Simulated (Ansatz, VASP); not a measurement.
## BaS: VASP beside Ansatz

```
Ba S
1.0
     0.00000    3.22568    3.22568
     3.22568    0.00000    3.22568
     3.22568    3.22568    0.00000
Ba S
1 1
Cartesian
  0.0000 0.0000 0.0000
  3.2257 3.2257 3.2257
```

Alike in both runs: task single point; functional r2SCAN; k mesh 6 × 6 × 6; occupations gaussian, width 0.1 eV; no spin polarisation.

```csv
,VASP,Ansatz
version,VASP 6.6.1,Ansatz 0.2.0
potentials or method,"VASP PAW PBE potentials, release 64 (Ba_sv, S), cutoff 550 eV","scalar-relativistic, plane waves, PAW"
valence electrons in the cell,16,16
```

```csv
,VASP,Ansatz,Ansatz less VASP
gap on the k mesh at the Fermi level (eV),2.51,2.60,+0.084
least direct gap on the mesh (eV),2.66,2.72,+0.056
pressure (GPa),0.0,-0.5,-0.53
```

VASP's potentials were made for PBE, not for r2SCAN.

Neither program's run includes spin-orbit coupling.
